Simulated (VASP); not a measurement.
Pb:

```
Pb
1.0
     0.00000    3.39252    3.39252
     3.39252    0.00000    3.39252
     3.39252    3.39252    0.00000
Pb
2
Direct
  0.25000 0.25000 0.25000
  0.00000 0.00000 0.00000
```

This isn't the form of Pb at room conditions, which is fcc.

Base run:

| Quantity | Value |
| --- | --- |
| Program | VASP 6.6.1 |
| Functional | PBEsol |
| Potentials or basis | VASP PAW PBE potentials, release 64 (Pb_d) |
| Cutoff | 520 eV |
| k mesh | 7 × 7 × 7 |
| Occupations | fermi-dirac, width 0.05 eV |
| Spin | no spin polarisation |

Its results: band gap on the k mesh zero (bands 14 and 15 overlap by 1.18 eV); pressure 1.9 GPa.

Task: The run is repeated on the same cell with these changes: functional from PBEsol to r2SCAN; cutoff from 520 eV to 550 eV. What comes out?

Result: Band gap on the k mesh zero (bands 14 and 15 overlap by 1.23 eV); pressure 2.6 GPa.

Caveats: the PAW data sets were made with another functional, which shifts forces and pressure a little; spin-orbit coupling is left out, which moves the levels of the heavy elements.
